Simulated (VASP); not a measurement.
# TaN (I4mm) in VASP: a series of runs

The runs below take TaN through single point, with LDA.

Program: VASP 6.6.1. These are calculated values, not measurements. Logs are shortened: lines on timing, memory, paths and dates and some standing lists are left out, and cuts for length are marked.

### 1 The cell of the first run

It takes space group I4mm (No. 107, tetragonal). Conventional cell: a = 3.100 Å, b = 3.100 Å, c = 4.384 Å, α = 90.00°, β = 90.00°, γ = 90.00°. Ta (site symmetry 4mm) has 6 N at 2.06 to 2.32 Å within 2.7 Å. Within 2.7 Å of N (site symmetry 4mm) lie 6 Ta at 2.06 to 2.32 Å.

### 2 Single point, LDA

File INCAR:

```
PREC = Accurate ; ENCUT = 520
EDIFF = 1E-7 ; ISMEAR = 0
SIGMA = 0.15 ; LREAL = False
LASPH = True ; NELM = 100
ALGO = Normal ; ISIF = 2
LWAVE = False ; LCHARG = True
GGA = CA ; LELF = True
LVHAR = True ; NBANDS = 15
```

File KPOINTS:

```
regular mesh
0
Gamma
  18 18 18
```

File POSCAR:

```
TaN
1.0
    0.0000000000      2.1918784864      2.1918784864
    2.1918784864      0.0000000000      2.1918784864
    2.1918784864      2.1918784864      0.0000000000
Ta N
1 1
Direct
    0.4978278253      0.5021721747      0.5021721747
    0.0280609990     -0.0280609990     -0.0280609990
```

Potentials or basis: VASP PAW LDA potentials, release 64 (Ta_pv, N).

On the command line:

```
> cat potpaw_LDA.64/Ta_pv/POTCAR potpaw_LDA.64/N/POTCAR > POTCAR
> mpirun -np 1 vasp_std > vasp.out
```

OUTCAR:

```text
PREC = Accurate
   ENCUT = 520
   EDIFF = 1E-7
   ISMEAR = 0
   LREAL = False
   LASPH = True
   NELM = 100
   ISIF = 2
   GGA = CA

 ion  position               nearest neighbor table
   1  0.498  0.502  0.502-   2 2.06   2 2.20   2 2.20   2 2.20   2 2.20   2 2.32
   2  0.028  0.972  0.972-   1 2.06   1 2.20   1 2.20   1 2.20   1 2.20   1 2.32

  LATTYP: Found a face centered cubic cell.
 ALAT       =     4.3837569728

  Lattice vectors:

 A1 = (   0.0000000000,   2.1918784864,   2.1918784864)
 A2 = (   2.1918784864,   0.0000000000,   2.1918784864)
 A3 = (   2.1918784864,   2.1918784864,   0.0000000000)

Analysis of symmetry for initial positions (statically):
=====================================================================
 Subroutine PRICEL returns:
 Original cell was already a primitive cell.

 Routine SETGRP: Setting up the symmetry group for a
 face centered cubic supercell.

 Subroutine GETGRP returns: Found  8 space group operations
 (whereof  8 operations were pure point group operations)
 out of a pool of 48 trial point group operations.

The static configuration has the point symmetry C_4v.

Analysis of symmetry for dynamics (positions and initial velocities):
=====================================================================
 Subroutine PRICEL returns:
 Original cell was already a primitive cell.

 Routine SETGRP: Setting up the symmetry group for a
 face centered cubic supercell.

 Subroutine GETGRP returns: Found  8 space group operations
 (whereof  8 operations were pure point group operations)
 out of a pool of 48 trial point group operations.

The dynamic configuration has the point symmetry C_4v.

 Subroutine INISYM returns: Found  8 space group operations
 (whereof  8 operations are pure point group operations),
 and found     1 'primitive' translations

----------------------------------------------------------------------------------------

                                     Primitive cell

  volume of cell :      21.0610

  direct lattice vectors                    reciprocal lattice vectors
     0.000000000  2.191878486  2.191878486    -0.228114835  0.228114835  0.228114835
     2.191878486  0.000000000  2.191878486     0.228114835 -0.228114835  0.228114835
     2.191878486  2.191878486  0.000000000     0.228114835  0.228114835 -0.228114835

  length of vectors
     3.099784283  3.099784283  3.099784283     0.395106485  0.395106485  0.395106485

  position of ions in fractional coordinates (direct lattice)
     0.497827825  0.502172175  0.502172175
     0.028060999  0.971939001  0.971939001

  ion indices of the primitive-cell ions
   primitive index   ion index
                 1           1
                 2           2

----------------------------------------------------------------------------------------

 KPOINTS: regular mesh

Automatic generation of k-mesh.
 Grid dimensions read from file:
 generate k-points for:   18   18   18

 Generating k-lattice:

  Cartesian coordinates                     Fractional coordinates (reciprocal lattice)
    -0.012673046  0.012673046  0.012673046     0.055555556  0.000000000  0.000000000
     0.012673046 -0.012673046  0.012673046     0.000000000  0.055555556  0.000000000
     0.012673046  0.012673046 -0.012673046     0.000000000  0.000000000  0.055555556

  Length of vectors
     0.021950360  0.021950360  0.021950360

  Shift w.r.t. Gamma in fractional coordinates (k-lattice)
     0.000000000  0.000000000  0.000000000

 Subroutine IBZKPT returns following result:
 ===========================================

 Found    480 irreducible k-points:

 Following reciprocal coordinates:
            Coordinates               Weight
  0.000000  0.000000  0.000000      1.000000
  0.055556  0.000000  0.000000      8.000000
  0.111111  0.000000  0.000000      8.000000
  0.166667  0.000000  0.000000      8.000000
  0.222222  0.000000  0.000000      8.000000
  0.277778  0.000000  0.000000      8.000000
[... 16 lines left out ...]
  0.388889  0.055556  0.000000     16.000000
  0.000000  0.388889  0.055556      8.000000
 [... further k-points ...]
   k-points           NKPTS =    480   k-points in BZ     NKDIM =    480   number of bands    NBANDS=     15
   number of dos      NEDOS =    301   number of ions     NIONS =      2
   total plane-waves  NPLWV =  13824
   dimension x,y,z NGX =    24 NGY =   24 NGZ =   24
   dimension x,y,z NGXF=    48 NGYF=   48 NGZF=   48
   ions per type =               1   1
   NGX,Y,Z   is equivalent  to a cutoff of  12.87, 12.87, 12.87 a.u.
   NGXF,Y,Z  is equivalent  to a cutoff of  25.74, 25.74, 25.74 a.u.
 SYSTEM =  unknown system
   PREC   = accura    normal or accurate (medium, high low for compatibility)
   ISTART =      0    job   : 0-new  1-cont  2-samecut
   ICHARG =      2    charge: 1-file 2-atom 10-const
   ISPIN  =      1    spin polarized calculation?
   LNONCOLLINEAR =      F non collinear calculations
   LSORBIT =      F    spin-orbit coupling
   LASPH  =      T    aspherical Exc in radial PAW
   ENCUT  =  520.0 eV  38.22 Ry    6.18 a.u.   5.76  5.76  5.76*2*pi/ulx,y,z
   NELM   =    100;   NELMIN=  2; NELMDL= -5     # of ELM steps
   EDIFF  = 0.1E-06   stopping-criterion for ELM
   LREAL  =      F    real-space projection
   EDIFFG = 0.1E-05   stopping-criterion for IOM
   NSW    =      0    number of steps for IOM
   IBRION =     -1    ionic relax: 0-MD 1-quasi-New 2-CG
   NFREE  =      0    steps in history (QN), initial steepest desc. (CG)
   ISIF   =      2    stress and relaxation
   ISYM   =      2    0-nonsym 1-usesym 2-fastsym
   POTIM  = 0.5000    time-step for ionic-motion
   TEBEG  =    0.0;   TEEND  =   0.0 temperature during run
   PSTRESS=    0.0 pullay stress
   NELECT =      16.0000    total number of electrons
   NUPDOWN=      -1.0000    fix difference up-down
   EMIN   =  10.00;   EMAX   =-10.00  energy-range for DOS
   EFERMI =   0.00;   METHOD = LEGACY
   ISMEAR =     0;   SIGMA  =   0.15  broadening in eV -4-tet -1-fermi 0-gaus
   EFERMI_NEDOS =   21; number of points for ismear=-14 and -15
   IALGO  =     38    algorithm
   IMIX   =      4    mixing-type and parameters
     AMIX     =   0.40;   BMIX     =  1.00
     AMIX_MAG =   1.60;   BMIX_MAG =  1.00
  volume/ion in A,a.u.               =      10.53        71.06
  Fermi-wavevector in a.u.,A,eV,Ry     =   1.493786  2.822846 30.359990  2.231396
  Thomas-Fermi vector in A             =   2.606142
   LORBIT       =      0    0 simple, 1 ext, 2 COOP (PROOUT), +10 PAW based schemes
   GGA     = CA    functional components
   LHFCALC =     F    Hartree Fock is set to
   AEXX    =    0.0000 exact exchange contribution
   IVDW    =     0    specifies the selected vdW correction
   LEPSILON=     F    determine dielectric tensor
   LRPA    =     F    only Hartree local field effects (RPA)
 non-spin polarized calculation
 Gauss-broadening in eV      SIGMA  =   0.15
  energy-cutoff  :      520.00
  volume of cell :       21.06
 maximum number of plane-waves:       588
   NGX = 11   NGY = 11   NGZ = 11

 number of electron      16.0000000 magnetization

 Free energy of the ion-electron system (eV)
  ---------------------------------------------------
  ext. energy  EPLUGINS =         0.00000000
  ---------------------------------------------------
  free energy    TOTEN  =       -24.07500260 eV

  energy without entropy =      -24.06627284  energy(sigma->0) =      -24.07063772

 E-fermi :   9.4698     XC(G=0): -13.7058

 val. band max:        9.4573545296   @ k =   0.2222   0.1667   0.0000
 cond. band min:       9.4773066984   @ k =   0.0000   0.2222   0.1111
 fundamental gap:      0.0199521688
 Fermi energy:         9.4697723037

 k-point     1 :       0.0000    0.0000    0.0000
  band No.  band energies     occupation
      1     -26.0238      2.00000
      2     -26.0040      2.00000
      3     -26.0040      2.00000
      4      -9.1786      2.00000
      5       5.2644      2.00000
      6       5.2644      2.00000
      7       5.3233      2.00000
      8       7.3703      2.00000
      9       7.8488      2.00000
     10       7.8488      2.00000
     11       9.5287      0.57829
     12      10.0586      0.00000
     13      11.2677      0.00000
     14      18.9420      0.00000
     15      20.9680      0.00000

 k-point     2 :       0.0556    0.0000    0.0000
  band No.  band energies     occupation
      1     -26.0446      2.00000
      2     -26.0156      2.00000
      3     -26.0067      2.00000
      4      -9.1005      2.00000
      5       4.7613      2.00000
      6       5.0757      2.00000
      7       5.3570      2.00000
      8       7.4012      2.00000
      9       7.8387      2.00000
     10       7.9163      2.00000
     11       9.8940      0.00006
     12      10.3660      0.00000
     13      11.5005      0.00000
     14      19.1789      0.00000
     15      20.9679      0.00000

 k-point     3 :       0.1111    0.0000    0.0000
  band No.  band energies     occupation
      1     -26.1269      2.00000
      2     -26.0260      2.00000
      3     -26.0146      2.00000
      4      -8.8731      2.00000
      5       3.9859      2.00000
      6       4.5982      2.00000
      7       4.9066      2.00000
      8       7.5922      2.00000
      9       7.9583      2.00000
     10       8.1044      2.00000
     11      10.7437      0.00000
     12      11.1192      0.00000
     13      12.1083      0.00000
     14      19.8478      0.00000
     15      20.9676      0.00000
[... 343 lines left out ...]
 k-point    23 :       0.3889    0.0556    0.0000
  band No.  band energies     occupation
      1     -26.7791      2.00000
      2     -26.1061      2.00000
      3     -26.0871      2.00000
      4      -6.7053      2.00000
      5       0.0106      2.00000
      6       2.1611      2.00000
      7       2.4492      2.00000
      8       9.4074      1.44353
      9      10.7469      0.00000
     10      10.9241      0.00000
     11      14.4559      0.00000
     12      15.4700      0.00000
     13      16.3845      0.00000
     14      20.9127      0.00000
     15      21.3140      0.00000

 k-point    24 :       0.0000    0.3889    0.0556
  band No.  band energies     occupation
      1     -26.7813      2.00000
      2     -26.0959      2.00000
      3     -26.0959      2.00000
      4      -6.6998      2.00000
      5       0.0087      2.00000
      6       2.2149      2.00000
      7       2.3786      2.00000
      8       9.4806      0.91903
      9      10.7547      0.00000
     10      10.9261      0.00000
     11      14.3567      0.00000
     12      15.2023      0.00000
     13      16.6921      0.00000
     14      20.9212      0.00000
     15      21.3731      0.00000

 [... further k-points ...]

------------------------ aborting loop because EDIFF is reached ----------------------------------------

  FORCE on cell =-STRESS in cart. coord.  units (eV):
  Direction    XX          YY          ZZ          XY          YZ          ZX
  --------------------------------------------------------------------------------------
  -------------------------------------------------------------------------------------
  Total        0.2780455     -0.8775526     -0.8775526     -0.0000000      0.0000000      0.0000000
  in kB       21.1517869    -66.7581522    -66.7581522     -0.0000000      0.0000000      0.0000000
  external PRESSURE =     -37.4548392 kB  Pullay stress =       0.0000000 kB

 VOLUME and BASIS-vectors are now :
 -----------------------------------------------------------------------------
  energy-cutoff  :      520.00
  volume of cell :       21.06
      direct lattice vectors                 reciprocal lattice vectors
     0.000000000  2.191878486  2.191878486    -0.228114835  0.228114835  0.228114835
     2.191878486  0.000000000  2.191878486     0.228114835 -0.228114835  0.228114835
     2.191878486  2.191878486  0.000000000     0.228114835  0.228114835 -0.228114835

 POSITION                                       TOTAL-FORCE (eV/Angst)
 -----------------------------------------------------------------------------------
      2.20140      2.19188      2.19188        -1.159592      0.000000      0.000000
      4.26074      2.19188      2.19188         1.159592      0.000000      0.000000
 -----------------------------------------------------------------------------------
    total drift:                               -0.000026      0.000000      0.000000

  FREE ENERGIE OF THE ION-ELECTRON SYSTEM (eV)
  ---------------------------------------------------
  free  energy   TOTEN  =       -24.0750026039 eV

  energy  without entropy=      -24.0662728388  energy(sigma->0) =      -24.07063772
```

Wall time 38 s (1 thread of Intel Xeon 6975P-C (Granite Rapids), shared host); peak memory 0.26 GiB.

Results:

```
Free energy            : -24.0750 eV
Pressure               : -3.7 GPa
Largest force          : 1.160 eV/Å
Band gap on the k mesh : zero (band 8 reaches 11.32 eV, above the bottom of band 9 at 7.70 eV)
```

Forces in eV/Å, atoms in the order of the input:
```
Ta  -1.160  0.000  0.000
N    1.160  0.000  0.000
```

Stress tensor (GPa, compression positive):
```
 2.12  0.00  0.00
 0.00 -6.68  0.00
 0.00  0.00 -6.68
```

Levels at points of the mesh, in eV from the Fermi level:
```tsv
k point	band 5	band 6	band 7	band 8	band 9	band 10	band 11	band 12
(0.00, 0.00, 0.00)	-4.21	-4.21	-4.15	-2.10	-1.62	-1.62	0.06	0.59
(0.50, 0.00, 0.00)	-10.35	-7.59	-7.56	1.85	1.99	2.02	3.91	7.32
(0.50, 0.50, 0.00)	-6.54	-6.17	-4.63	-3.82	2.27	3.62	3.64	4.64
(0.00, 0.50, 0.50)	-6.47	-5.49	-4.57	-4.57	2.16	3.62	3.62	4.46
```

Caveat: spin-orbit coupling is left out, which moves the levels of the heavy elements; forces of over 1 eV/Å act on the atoms, so gaps and moduli don't describe the material at rest.

(Continued in part 2 of 3.)
